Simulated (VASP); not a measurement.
# Al2O3 (P4/mmm) in VASP: single point with PBE

Aim: the single point of Al2O3 with PBE.

All numbers are computed with VASP 6.6.1; they aren't measurements. Logs are shortened: lines on timing, memory, paths and dates and some standing lists are left out, and cuts for length are marked.

### Step 1. The cell of the first run

It takes space group P4/mmm (No. 123, tetragonal). The conventional cell has a = 3.403 Å, b = 3.403 Å, c = 7.901 Å, α = 90.00°, β = 90.00°, γ = 90.00°. Al (site symmetry 4mm) has 1 O at 1.71 Å within 2.3 Å. O (site symmetry 4/mmm) has 12 O at 2.50 to 3.40 Å and 8 Al at 3.39 Å within 3.5 Å. O (site symmetry 4mm) has 1 O at 1.35 Å and 1 Al at 1.71 Å within 1.8 Å.

The cell was built from a structure type or drawn by symmetry, and may not be a known phase.

### Step 2. Single point, PBE, collinear spin

Contents of INCAR:

```
ALGO     = Normal         # electronic algorithm
EDIFF    = 1E-6           # SCF threshold, eV
ENCUT    = 520            # plane-wave cutoff, eV
GGA      = PE             # functional
ISIF     = 2              # what is computed and relaxed
ISMEAR   = 0              # smearing method
ISPIN    = 2              # spin polarisation
LASPH    = T              # aspherical terms in the spheres
LCHARG   = F              # write CHGCAR
LORBIT   = 11             # projections on sites
LREAL    = F              # projectors in reciprocal space
LWAVE    = F              # write WAVECAR
MAGMOM   = 0 0 1.81 0 0   # initial moments
NBANDS   = 24             # bands
NELM     = 150            # most SCF steps
PREC     = Accurate       # precision mode
SIGMA    = 0.1            # smearing width, eV
```

Contents of KPOINTS:

```
k-points
0
Gamma
  12 12 6
```

Contents of POSCAR:

```
Al2O3
1.0
    3.4026671204      0.0000000000      0.0000000000
    0.0000000000      3.4026671204      0.0000000000
    0.0000000000      0.0000000000      7.9014800902
Al O
2 3
Direct
    0.5000000000      0.5000000000      0.1979679950
    0.5000000000      0.5000000000      0.8020320050
    0.0000000000      0.0000000000      0.5000000000
    0.5000000000      0.5000000000      0.4147642068
    0.5000000000      0.5000000000      0.5852357932
```

Potentials or basis: VASP PAW PBE potentials, release 64 (Al, O).

Launch:

```bash
cat potpaw_PBE.64/Al/POTCAR potpaw_PBE.64/O/POTCAR > POTCAR
mpirun -np 1 vasp_std > vasp.out
```

OUTCAR:

```text
EDIFF = 1E-6
   ENCUT = 520
   GGA = PE
   ISIF = 2
   ISMEAR = 0
   ISPIN = 2
   LASPH = T
   LORBIT = 11
   LREAL = F
   NELM = 150
   PREC = Accurate

 ion  position               nearest neighbor table
   1  0.500  0.500  0.198-   4 1.71   2 3.13
   2  0.500  0.500  0.802-   5 1.71   1 3.13
   3  0.000  0.000  0.500-
   4  0.500  0.500  0.415-   5 1.35   1 1.71
   5  0.500  0.500  0.585-   4 1.35   2 1.71

  LATTYP: Found a simple tetragonal cell.
 ALAT       =     3.4026671204
 C/A-ratio  =     2.3221431338

  Lattice vectors:

 A1 = (   3.4026671204,   0.0000000000,   0.0000000000)
 A2 = (   0.0000000000,   3.4026671204,   0.0000000000)
 A3 = (   0.0000000000,   0.0000000000,   7.9014800902)

Analysis of symmetry for initial positions (statically):
=====================================================================
 Subroutine PRICEL returns:
 Original cell was already a primitive cell.

 Routine SETGRP: Setting up the symmetry group for a
 simple tetragonal supercell.

 Subroutine GETGRP returns: Found 16 space group operations
 (whereof 16 operations were pure point group operations)
 out of a pool of 16 trial point group operations.

The static configuration has the point symmetry D_4h.

Analysis of symmetry for dynamics (positions and initial velocities):
=====================================================================
 Subroutine PRICEL returns:
 Original cell was already a primitive cell.

 Routine SETGRP: Setting up the symmetry group for a
 simple tetragonal supercell.

 Subroutine GETGRP returns: Found 16 space group operations
 (whereof 16 operations were pure point group operations)
 out of a pool of 16 trial point group operations.

The dynamic configuration has the point symmetry D_4h.

Analysis of structural, dynamic, and magnetic symmetry:
=====================================================================
 Subroutine PRICEL returns:
 Original cell was already a primitive cell.

 Routine SETGRP: Setting up the symmetry group for a
 simple tetragonal supercell.

 Subroutine GETGRP returns: Found 16 space group operations
 (whereof 16 operations were pure point group operations)
 out of a pool of 16 trial point group operations.

The overall configuration has the point symmetry D_4h.

[... 130 lines left out ...]
   LHFCALC =     F    Hartree Fock is set to
   AEXX    =    0.0000 exact exchange contribution
   IVDW    =     0    specifies the selected vdW correction
   LEPSILON=     F    determine dielectric tensor
   LRPA    =     F    only Hartree local field effects (RPA)
 spin polarized calculation
 Gauss-broadening in eV      SIGMA  =   0.10
  energy-cutoff  :      520.00
  volume of cell :       91.48
 maximum number of plane-waves:      2488
 NGX is ok and might be reduce to    28
   NGX = 13   NGY = 13   NGZ = 29

 number of electron      23.9999988 magnetization       2.0458563

 Free energy of the ion-electron system (eV)
  ---------------------------------------------------
  ext. energy  EPLUGINS =         0.00000000
  ---------------------------------------------------
  free energy    TOTEN  =       -18.86432428 eV

  energy without entropy =      -18.84822599  energy(sigma->0) =      -18.85627514

 E-fermi :   1.8812     XC(G=0):  -8.5287

 val. band max:        1.8806114710   @ k =   0.5000   0.3333   0.0000
 cond. band min:       1.8827495500   @ k =   0.4167   0.2500   0.0000
 fundamental gap:      0.0021380791
 Fermi energy:         1.8811614830

 spin component 1

 k-point     1 :       0.0000    0.0000    0.0000
  band No.  band energies     occupation
      1     -22.0371      1.00000
      2     -15.9572      1.00000
      3     -14.7374      1.00000
      4      -8.0620      1.00000
      5      -4.1546      1.00000
      6      -4.1546      1.00000
[... 637 lines left out ...]
     23      11.5485      0.00000
     24      13.5275      0.00000

 [... further k-points ...]

 spin component 2

 k-point     1 :       0.0000    0.0000    0.0000
  band No.  band energies     occupation
      1     -21.7485      1.00000
      2     -14.4605      1.00000
      3     -13.1676      1.00000
      4      -7.9435      1.00000
      5      -3.6252      1.00000
      6      -3.6252      1.00000
[... 637 lines left out ...]
     23      11.5711      0.00000
     24      13.6057      0.00000

 [... further k-points ...]

------------------------ aborting loop because EDIFF is reached ----------------------------------------

  FORCE on cell =-STRESS in cart. coord.  units (eV):
  Direction    XX          YY          ZZ          XY          YZ          ZX
  --------------------------------------------------------------------------------------
  -------------------------------------------------------------------------------------
  Total       -0.0882920     -0.0882920      0.2981257      0.0000000      0.0000000      0.0000000
  in kB       -1.5462665     -1.5462665      5.2211076      0.0000000      0.0000000      0.0000000
  external PRESSURE =       0.7095249 kB  Pullay stress =       0.0000000 kB

 VOLUME and BASIS-vectors are now :
 -----------------------------------------------------------------------------
  energy-cutoff  :      520.00
  volume of cell :       91.48
      direct lattice vectors                 reciprocal lattice vectors
     3.402667120  0.000000000  0.000000000     0.293887108  0.000000000  0.000000000
     0.000000000  3.402667120  0.000000000     0.000000000  0.293887108  0.000000000
     0.000000000  0.000000000  7.901480090     0.000000000  0.000000000  0.126558567

 POSITION                                       TOTAL-FORCE (eV/Angst)
 -----------------------------------------------------------------------------------
      1.70133      1.70133      1.56424         0.000000     -0.000000     -0.006107
      1.70133      1.70133      6.33724        -0.000000      0.000000      0.006107
      0.00000      0.00000      3.95074         0.000000     -0.000000     -0.000000
      1.70133      1.70133      3.27725         0.000000      0.000000     -0.275068
      1.70133      1.70133      4.62423         0.000000     -0.000000      0.275068
 -----------------------------------------------------------------------------------
    total drift:                                0.000000      0.000000      0.000000

  FREE ENERGIE OF THE ION-ELECTRON SYSTEM (eV)
  ---------------------------------------------------
  free  energy   TOTEN  =       -18.8643242767 eV

  energy  without entropy=      -18.8482259934  energy(sigma->0) =      -18.85627514

 total charge

# of ion       s       p       d       tot
------------------------------------------
    1        0.490   0.238   0.000   0.727
    2        0.490   0.238   0.000   0.727
    3        1.625   3.011   0.000   4.636
    4        1.565   3.431   0.000   4.996
    5        1.565   3.431   0.000   4.996
--------------------------------------------------
tot          5.735  10.348   0.000  16.083

 magnetization (x)

# of ion       s       p       d       tot
------------------------------------------
    1        0.002  -0.001   0.000   0.001
    2        0.002  -0.001   0.000   0.001
    3        0.014   1.393   0.000   1.407
    4        0.003   0.161   0.000   0.164
    5        0.003   0.161   0.000   0.164
--------------------------------------------------
tot          0.025   1.713   0.000   1.737
```

It took 6.5 min on 1 thread of Intel Xeon Platinum 8488C (Sapphire Rapids), shared host; peak memory 0.46 GiB.

What came out:

```yaml
Free_energy: -18.8643 eV
Pressure: 0.1 GPa
Largest_force: 0.275 eV/Å
Net_moment: 2.05 μB per cell
Site_moments: Al +0.00; O +1.41, +0.16 (each value once) μB
Valence_electrons_inside_the_program's_atomic_spheres: Al 0.73; O 4.64, 5.00 (each value once)
```

Forces in eV/Å, atoms in the order of the input:
```
Al   0.000  0.000 -0.006
Al   0.000  0.000  0.006
O    0.000  0.000  0.000
O    0.000  0.000 -0.275
O    0.000  0.000  0.275
```
